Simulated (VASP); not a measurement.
Set up this calculation in VASP 6.6.1, as the native input.

* Task: relaxation of cell and atoms
* Functional: PBE
* Potentials or basis: VASP PAW PBE potentials, release 64 (Y_sv, Ge_d)
* Cutoff: 600 eV
* k mesh: 6 × 6 × 3
* Occupations: gaussian, width 0.05 eV
* Spin: no spin polarisation
* Dipole correction: no
* Further INCAR settings: ALGO = Normal; EDIFF = 1e-06; IBRION = 2; EDIFFG = -0.02; NSW = 60; ISIF = 3

The structure of Y2Ge3 lies in POSCAR:

```
Y2Ge3
1.0
    4.3924264300      0.0000000000      0.0000000000
   -2.1962132200      3.8039528800      0.0000000000
    0.0000000000      0.0000000000      7.1072950000
Y Ge
2 3
Direct
    0.0000000000      0.0000000000      0.7299290000
    0.0000000000      0.0000000000      0.2700710000
    0.3333333333      0.6666666667      0.0000000000
    0.6666666667      0.3333333333      0.5000000000
    0.6666666667      0.3333333333      0.0000000000
```

The input as run:

INCAR

```
SYSTEM = Y2Ge3
  PREC = Accurate
  ENCUT = 600
  EDIFF = 1E-6
  ISMEAR = 0
  SIGMA = 0.05
  LREAL = .FALSE.
  LASPH = .TRUE.
  NELM = 80
  ALGO = Normal
  ISIF = 3
  LWAVE = .FALSE.
  LCHARG = .FALSE.
  GGA = PE
  IBRION = 2
  NSW = 60
  EDIFFG = -0.02
```

KPOINTS

```
regular mesh
0
G
  6 6 3
  0 0 0
```

Potentials or basis: VASP PAW PBE potentials, release 64 (Y_sv, Ge_d).

The run is started by

```sh
$ cat potpaw_PBE.64/Y_sv/POTCAR potpaw_PBE.64/Ge_d/POTCAR > POTCAR
$ mpirun -np 1 vasp_std > vasp.out
```

Results of the run:

```json
{
  "Relaxed volume": "23.71 Å³/atom",
  "Relaxed cell": "a = 4.385 Å, b = 4.385 Å, c = 7.121 Å, α = 90.00°, β = 90.00°, γ = 120.00°",
  "Space group after relaxing (to 0.1 Å)": "P-6m2 (No. 187)",
  "Energy gained by relaxing": "0.3 meV/atom",
  "Ionic steps": "3",
  "Pressure after relaxing": "0.0 GPa",
  "Largest force after relaxing": "0.005 eV/Å",
  "Band gap on the k mesh": "zero (bands 32 and 33 overlap by 0.99 eV)"
}
```

It took 2.3 min on 1 thread of Intel(R) Xeon(R) Platinum 8488C (Sapphire Rapids), on a shared host, peak memory 0.31 GiB.
